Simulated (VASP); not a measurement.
# SnO2 in VASP: further runs

SnO2 is run at these levels: HSE06; tasks: single point.

Everything below comes from runs of VASP 6.6.1. Logs are shortened: lines on timing, memory, paths and dates and some standing lists are left out, and cuts for length are marked.

## Step 1: The cell of the first run

The structure is tetragonal, space group I4/mmm (No. 139). Conventional cell: a = 3.583 Å, b = 3.583 Å, c = 5.320 Å, α = 90.00°, β = 90.00°, γ = 90.00°. Sn (site symmetry 4/mmm) has 8 O at 2.23 Å within 3.0 Å. Within 3.0 Å of O (site symmetry -4m2) lie 4 Sn at 2.23 Å and 6 O at 2.53 to 2.66 Å.

## Step 2: Single point, HSE06 (uniaxial x strain +5.0%)

POSCAR

```
SnO2
1.0
    0.0000000000      2.5334669716      2.5334669716
    2.6601403202      0.0000000000      2.5334669716
    2.6601403202      2.5334669716      0.0000000000
Sn O
1 2
Direct
    0.0000000000      0.0000000000      0.0000000000
    0.2500000000      0.2500000000      0.2500000000
    0.7500000000      0.7500000000      0.7500000000
```

INCAR.step1

```
SYSTEM = SnO2
ALGO = Normal
EDIFF = 1E-5
ENCUT = 520
GGA = PE
GGA_COMPAT = .False.
ISIF = 2
ISMEAR = -1
KPAR = 4
LASPH = .True.
LCHARG = .False.
LREAL = .False.
LWAVE = .True.
NBANDS = 20
NELM = 120
PREC = Accurate
SIGMA = 0.02
```

INCAR.step2

```
SYSTEM = SnO2
ALGO = Normal
EDIFF = 1E-6
ENCUT = 520
GGA = PE
GGA_COMPAT = .False.
HFSCREEN = 0.2079
ISIF = 2
ISMEAR = -1
ISTART = 1
KPAR = 4
LASPH = .True.
LCHARG = .False.
LHFCALC = .True.
LREAL = .False.
LWAVE = .False.
NBANDS = 20
NELM = 120
PREC = Accurate
PRECFOCK = Normal
SIGMA = 0.02
```

KPOINTS

```
k-points
0
Gamma
  6 6 6
  0 0 0
```

Potentials or basis: VASP PAW PBE potentials, release 64 (Sn_d, O).

Launch:

```
> cat potpaw_PBE.64/Sn_d/POTCAR potpaw_PBE.64/O/POTCAR > POTCAR
> cp INCAR.step1 INCAR
> mpirun -np 4 vasp_std > vasp.out
> cp INCAR.step2 INCAR
> mpirun -np 4 vasp_std > vasp.out
```

OUTCAR:

```text
SYSTEM = SnO2
   EDIFF = 1E-6
   ENCUT = 520
   GGA = PE
   HFSCREEN = 0.2079
   ISIF = 2
   ISMEAR = -1
   ISTART = 1
   LASPH = .True.
   LHFCALC = .True.
   LREAL = .False.
   NELM = 120
   PREC = Accurate
   PRECFOCK = Normal

 ion  position               nearest neighbor table
   1  0.000  0.000  0.000-   2 2.23   3 2.23   3 2.23   3 2.23   3 2.23   2 2.23   2 2.23   2 2.23

   2  0.250  0.250  0.250-   1 2.23   1 2.23   1 2.23   1 2.23
   3  0.750  0.750  0.750-   1 2.23   1 2.23   1 2.23   1 2.23

  LATTYP: Found a body centered tetragonal cell.
 ALAT       =     3.5828633511
 C/A-ratio  =     1.4849242405

  Lattice vectors:

 A1 = (   2.6601403202,   0.0000000000,   2.5334669716)
 A2 = (   2.6601403202,   0.0000000000,  -2.5334669716)
 A3 = (  -2.6601403202,   2.5334669716,   0.0000000000)

Analysis of symmetry for initial positions (statically):
=====================================================================
 Subroutine PRICEL returns:
 Original cell was already a primitive cell.

 Routine SETGRP: Setting up the symmetry group for a
 body centered tetragonal supercell.

 Subroutine GETGRP returns: Found 16 space group operations
 (whereof 16 operations were pure point group operations)
 out of a pool of 16 trial point group operations.

The static configuration has the point symmetry D_4h.

Analysis of symmetry for dynamics (positions and initial velocities):
=====================================================================
 Subroutine PRICEL returns:
 Original cell was already a primitive cell.

 Routine SETGRP: Setting up the symmetry group for a
 body centered tetragonal supercell.

 Subroutine GETGRP returns: Found 16 space group operations
 (whereof 16 operations were pure point group operations)
 out of a pool of 16 trial point group operations.

The dynamic configuration has the point symmetry D_4h.

 Subroutine INISYM returns: Found 16 space group operations
 (whereof 16 operations are pure point group operations),
 and found     1 'primitive' translations

----------------------------------------------------------------------------------------

[... 95 lines left out ...]
   LREAL  =      F    real-space projection
   EDIFFG = 0.1E-04   stopping-criterion for IOM
   NSW    =      0    number of steps for IOM
   IBRION =     -1    ionic relax: 0-MD 1-quasi-New 2-CG
   NFREE  =      0    steps in history (QN), initial steepest desc. (CG)
   ISIF   =      2    stress and relaxation
   ISYM   =      3    0-nonsym 1-usesym 2-fastsym
   POTIM  = 0.5000    time-step for ionic-motion
   TEBEG  =    0.0;   TEEND  =   0.0 temperature during run
   PSTRESS=    0.0 pullay stress
   NELECT =      26.0000    total number of electrons
   NUPDOWN=      -1.0000    fix difference up-down
   EMIN   =  10.00;   EMAX   =-10.00  energy-range for DOS
   EFERMI =   0.00;   METHOD = LEGACY
   ISMEAR =    -1;   SIGMA  =   0.02  broadening in eV -4-tet -1-fermi 0-gaus
   EFERMI_NEDOS =   21; number of points for ismear=-14 and -15
   IALGO  =     38    algorithm
   IMIX   =      1    mixing-type and parameters
     AMIX     =   0.40;   BMIX     =  1.00
     AMIX_MAG =   1.60;   BMIX_MAG =  1.00
  volume/ion in A,a.u.               =      11.38        76.81
  Fermi-wavevector in a.u.,A,eV,Ry     =   1.494896  2.824944 30.405124  2.234714
  Thomas-Fermi vector in A             =   2.607110
   LORBIT       =      0    0 simple, 1 ext, 2 COOP (PROOUT), +10 PAW based schemes
   GGA     = PE    functional components
   LHFCALC =     T    Hartree Fock is set to
   PRECFOCK=normal    Normal, Fast or Accurate (Low or Medium for compatibility)
   ENCUT4O =  -1.0   cutoff for four orbital integrals eV
   NKREDX  =     1    reduce k-point grid by
   NKREDY  =     1    reduce k-point grid by
   NKREDZ  =     1    reduce k-point grid by
   AEXX    =    0.2500 exact exchange contribution
   HFSCREEN=    0.2079 screening length (either q_TF or 0.3 A-1)
   HFSCREENC=   0.2079 screening length for correlation (either q_TF or 0.3 A-1)
   ENCUTFOCK=  -1.0 apply spherical cutoff to Coloumb kernel
   IVDW    =     0    specifies the selected vdW correction
   LEPSILON=     F    determine dielectric tensor
   LRPA    =     F    only Hartree local field effects (RPA)
 non-spin polarized calculation
  energy-cutoff  :      520.00
  volume of cell :       34.15
 maximum number of plane-waves:       934
 NGX is ok and might be reduce to    28
  NGX = 20; NGY = 24; NGZ = 24

 number of electron      25.9999996 magnetization

 Free energy of the ion-electron system (eV)
  ---------------------------------------------------
  ext. energy  EPLUGINS =         0.00000000
  ---------------------------------------------------
  free energy    TOTEN  =       -22.63175484 eV

  energy without entropy =      -22.63175484  energy(sigma->0) =      -22.63175484

 E-fermi :   6.9157     XC(G=0):  -9.5464

 val. band max:        6.4771397630   @ k =   0.5000  -0.3333   0.1667
 cond. band min:       7.3503967647   @ k =   0.0000   0.0000   0.0000
 fundamental gap:      0.8732570017
 Fermi energy:         6.9157235376

 k-point     1 :       0.0000    0.0000    0.0000
  band No.  band energies     occupation
      1     -15.9439      2.00000
      2     -15.8907      2.00000
      3     -15.8907      2.00000
      4     -15.7629      2.00000
      5     -15.7385      2.00000
      6     -14.7085      2.00000
[... 541 lines left out ...]
     19      24.2099      0.00000
     20      27.0006      0.00000

 [... further k-points ...]

------------------------ aborting loop because EDIFF is reached ----------------------------------------

  FORCE on cell =-STRESS in cart. coord.  units (eV):
  Direction    XX          YY          ZZ          XY          YZ          ZX
  --------------------------------------------------------------------------------------
  -------------------------------------------------------------------------------------
  Total       -5.6761605     -0.8692854     -0.8692854      0.0000000      0.0000000     -0.0000000
  in kB     -266.3178117    -40.7857028    -40.7857028      0.0000000      0.0000000     -0.0000000
  external PRESSURE =    -115.9630724 kB  Pullay stress =       0.0000000 kB

 VOLUME and BASIS-vectors are now :
 -----------------------------------------------------------------------------
  energy-cutoff  :      520.00
  volume of cell :       34.15
      direct lattice vectors                 reciprocal lattice vectors
     0.000000000  2.533466972  2.533466972    -0.187960010  0.197358010  0.197358010
     2.660140320  0.000000000  2.533466972     0.187960010 -0.197358010  0.197358010
     2.660140320  2.533466972  0.000000000     0.187960010  0.197358010 -0.197358010

 POSITION                                       TOTAL-FORCE (eV/Angst)
 -----------------------------------------------------------------------------------
      0.00000      0.00000      0.00000        -0.000000      0.000000      0.000000
      1.33007      1.26673      1.26673         0.000000      0.000000      0.000000
      3.99021      3.80020      3.80020        -0.000000     -0.000000     -0.000000
 -----------------------------------------------------------------------------------
    total drift:                               -0.000000      0.000005      0.000001

  FREE ENERGIE OF THE ION-ELECTRON SYSTEM (eV)
  ---------------------------------------------------
  free  energy   TOTEN  =       -22.6317548389 eV

  energy  without entropy=      -22.6317548389  energy(sigma->0) =      -22.63175484
```

OUTCAR.step1:

```text
SYSTEM = SnO2
   EDIFF = 1E-5
   ENCUT = 520
   GGA = PE
   ISIF = 2
   ISMEAR = -1
   LASPH = .True.
[... 778 lines left out ...]
      0.00000      0.00000      0.00000         0.000000      0.000000      0.000000
      1.33007      1.26673      1.26673         0.000000     -0.000000      0.000000
      3.99021      3.80020      3.80020         0.000000      0.000000     -0.000000
 -----------------------------------------------------------------------------------
    total drift:                                0.000000     -0.000000      0.000000

  FREE ENERGIE OF THE ION-ELECTRON SYSTEM (eV)
  ---------------------------------------------------
  free  energy   TOTEN  =       -17.8474611200 eV

  energy  without entropy=      -17.8470266037  energy(sigma->0) =      -17.84724386
```

OSZICAR.step1:

```text
N       E                     dE             d eps       ncg     rms          rms(c)
DAV:   1     0.234604408295E+03    0.23460E+03   -0.13487E+04  1328   0.202E+03
DAV:   2     0.398855097121E+01   -0.23062E+03   -0.21806E+03  1272   0.496E+02
DAV:   3    -0.203282244977E+02   -0.24317E+02   -0.24029E+02  1364   0.134E+02
DAV:   4    -0.209776101656E+02   -0.64939E+00   -0.64878E+00  1352   0.227E+01
DAV:   5    -0.209914124245E+02   -0.13802E-01   -0.13801E-01  1528   0.345E+00    0.107E+01
DAV:   6    -0.178458006491E+02    0.31456E+01   -0.11548E+01  1840   0.573E+01    0.382E+00
DAV:   7    -0.178624658706E+02   -0.16665E-01   -0.66649E-01  1296   0.600E+00    0.192E+00
DAV:   8    -0.178492270674E+02    0.13239E-01   -0.79090E-02  1316   0.261E+00    0.376E-01
DAV:   9    -0.178468738819E+02    0.23532E-02   -0.12629E-02  1844   0.149E+00    0.843E-02
DAV:  10    -0.178474516482E+02   -0.57777E-03   -0.14841E-03  1292   0.416E-01    0.237E-02
DAV:  11    -0.178474611200E+02   -0.94718E-05   -0.54463E-05  1476   0.117E-01
   1 F= -.17847461E+02 E0= -.17847244E+02  d E =-.434516E-03
```

It took 47 min on 4 MPI ranks of Intel Xeon Platinum 8259CL at 2.50GHz (Skylake/Cascade Lake), shared host; peak memory 0.27 GiB.

Results:

| Property | Result |
| --- | --- |
| Free energy | -22.6318 eV |
| Pressure | -11.6 GPa |
| Band gap on the k mesh | 0.87 eV (least direct gap 2.16 eV) |

Caveat: the cell differs from its parent crystal (uniaxial x strain +5.0%); the stress differs along the axes, from -27 to -4 GPa; the structure was generated, so it needn't be the stable form of SnO2; the PAW data sets were made with another functional, which shifts forces and pressure a little; spin-orbit coupling is left out, which moves the levels of the heavy elements.

## Step 3: Single point, HSE06 (strain -3.0%)

POSCAR

```
SnO2
1.0
    0.0000000000      2.4574629624      2.4574629624
    2.4574629624      0.0000000000      2.4574629624
    2.4574629624      2.4574629624      0.0000000000
Sn O
1 2
Direct
    0.0000000000      0.0000000000      0.0000000000
    0.2500000000      0.2500000000      0.2500000000
    0.7500000000      0.7500000000      0.7500000000
```

INCAR.step1

```
SYSTEM = SnO2
ALGO = Normal ; EDIFF = 1E-5
ENCUT = 520 ; GGA = PE
GGA_COMPAT = .FALSE. ; ISIF = 2
ISMEAR = 0 ; LASPH = .TRUE.
LREAL = .FALSE. ; LWAVE = .TRUE.
NBANDS = 20 ; NELM = 120
PREC = Accurate ; SIGMA = 0.01
```

INCAR.step2

```
SYSTEM = SnO2
ALGO = Normal ; EDIFF = 1E-6
ENCUT = 520 ; GGA = PE
GGA_COMPAT = .FALSE. ; HFSCREEN = 0.2079
ISIF = 2 ; ISMEAR = 0
ISTART = 1 ; LASPH = .TRUE.
LCHARG = .TRUE. ; LELF = .TRUE.
LHFCALC = .TRUE. ; LREAL = .FALSE.
LVHAR = .TRUE. ; LWAVE = .FALSE.
NBANDS = 20 ; NELM = 120
PREC = Accurate ; PRECFOCK = Normal
SIGMA = 0.01
```

KPOINTS

```
k-points
0
G
  6 6 6
  0 0 0
```

Potentials or basis: VASP PAW PBE potentials, release 64 (Sn_d, O).

Launch:

```
> cat potpaw_PBE.64/Sn_d/POTCAR potpaw_PBE.64/O/POTCAR > POTCAR
> cp INCAR.step1 INCAR
> mpirun -np 1 vasp_std > vasp.out
> cp INCAR.step2 INCAR
> mpirun -np 1 vasp_std > vasp.out
```

Run time: 66 min. Hardware: 1 thread of Intel Xeon Platinum 8259CL at 2.50GHz (Skylake/Cascade Lake), shared host; peak memory 0.27 GiB.

Results (log left out):

| Item | Value |
| --- | --- |
| Free energy | -22.5947 eV |
| Pressure | 24.1 GPa |
| Band gap on the k mesh | 2.80 eV (least direct gap 4.47 eV) |

Levels at points of the mesh, in eV from the valence-band top:
| k point | band 9 | band 10 | band 11 | band 12 | band 13 | band 14 | band 15 | band 16 | band 17 | band 18 |
| --- | --- | --- | --- | --- | --- | --- | --- | --- | --- | --- |
| (0.00, 0.00, 0.00) | -3.46 | -3.46 | -1.67 | -1.67 | -1.67 | 2.80 | 9.17 | 9.17 | 9.17 | 16.00 |
| (0.50, 0.00, 0.00) | -4.58 | -4.10 | -4.10 | -2.55 | -2.55 | 7.68 | 10.20 | 13.39 | 13.39 | 17.98 |
| (0.50, 0.50, 0.00) | -6.63 | -6.63 | -0.22 | -0.22 | -0.20 | 5.38 | 9.93 | 12.34 | 15.77 | 15.77 |

Caveat: the cell differs from its parent crystal (strain -3.0%); the cell stands under pressure; the structure was generated, so it needn't be the stable form of SnO2; the PAW data sets were made with another functional, which shifts forces and pressure a little; spin-orbit coupling is left out, which moves the levels of the heavy elements. A k mesh can miss the band edges.

## Step 4: Single point, HSE06

This run uses another cell than the first one, of 10.84 Å³/atom.

POSCAR

```
SnO2
1.0
    0.0000000000      2.5334669716      2.5334669716
    2.5334669716      0.0000000000      2.5334669716
    2.5334669716      2.5334669716      0.0000000000
Sn O
1 2
Direct
    0.0000000000      0.0000000000      0.0000000000
    0.2500000000      0.2500000000      0.2500000000
    0.7500000000      0.7500000000      0.7500000000
```

INCAR.step1

```
ALGO = Normal
EDIFF = 1E-5
ENCUT = 520
GGA = PE
GGA_COMPAT = F
ISIF = 2
ISMEAR = 0
LASPH = T
LCHARG = F
LREAL = F
LWAVE = T
NBANDS = 20
NELM = 120
PREC = Accurate
SIGMA = 0.01
```

INCAR.step2

```
ALGO = Normal
EDIFF = 1E-6
ENCUT = 520
GGA = PE
GGA_COMPAT = F
HFSCREEN = 0.2079
ISIF = 2
ISMEAR = 0
ISTART = 1
LASPH = T
LCHARG = F
LHFCALC = T
LREAL = F
LWAVE = F
NBANDS = 20
NELM = 120
PREC = Accurate
PRECFOCK = Normal
SIGMA = 0.01
```

KPOINTS

```
k-points
0
Gamma
  6 6 6
```

Launch:

```
> cat potpaw_PBE.64/Sn_d/POTCAR potpaw_PBE.64/O/POTCAR > POTCAR
> cp INCAR.step1 INCAR
> mpirun -np 1 vasp_std > vasp.out
> cp INCAR.step2 INCAR
> mpirun -np 1 vasp_std > vasp.out
```

Run time: 56 min. Hardware: 1 thread of Intel Xeon Platinum 8488C (Sapphire Rapids), shared host; peak memory 0.27 GiB.

Results (log left out):

| Property | Result |
| --- | --- |
| Free energy | -22.7788 eV |
| Pressure | -1.8 GPa |
| Band gap on the k mesh | 1.69 eV (least direct gap 3.16 eV) |

Levels at points of the mesh, in eV from the valence-band top:
```csv
k point,band 9,band 10,band 11,band 12,band 13,band 14,band 15,band 16,band 17,band 18
"(0.00, 0.00, 0.00)",-3.17,-3.17,-1.46,-1.46,-1.46,1.69,8.81,8.81,8.81,15.27
"(0.50, 0.00, 0.00)",-4.15,-3.66,-3.66,-2.31,-2.31,6.64,9.79,12.45,12.45,17.29
"(0.50, 0.50, 0.00)",-5.95,-5.95,-0.19,-0.19,-0.12,4.86,8.99,11.79,14.55,14.55
```

Caveat: the structure was generated, so it needn't be the stable form of SnO2; the PAW data sets were made with another functional, which shifts forces and pressure a little; spin-orbit coupling is left out, which moves the levels of the heavy elements. A k mesh can miss the band edges.

## Step 5: The runs side by side

| cell | smearing | gap on the mesh (eV) | pressure (GPa) |
| --- | --- | --- | --- |
| a = 3.583, b = 3.674, c = 3.674 Å, angles 58.4, 60.8, 60.8°, 3 atoms | fermi-dirac 0.02 eV | 0.87 | -11.6 |
| a = 3.475 Å, angles 60.0°, 3 atoms | gaussian 0.01 eV | 2.80 | 24.1 |
| a = 3.583 Å, angles 60.0°, 3 atoms | gaussian 0.01 eV | 1.69 | -1.8 |

Alike in all rows: task single point; level HSE06; potentials or basis VASP PAW PBE potentials, release 64 (Sn_d, O); no spin polarisation; k mesh 6 × 6 × 6; cutoff (eV) 520.

Caveats: the structure was generated, so it needn't be the stable form of SnO2; the PAW data sets were made with another functional, which shifts forces and pressure a little; spin-orbit coupling is left out, which moves the levels of the heavy elements; the stress differs along the axes, from -27 to -4 GPa (at least some runs); the cell stands under pressure (at least some runs).

Absolute energies hang on the potentials; compare differences alone.
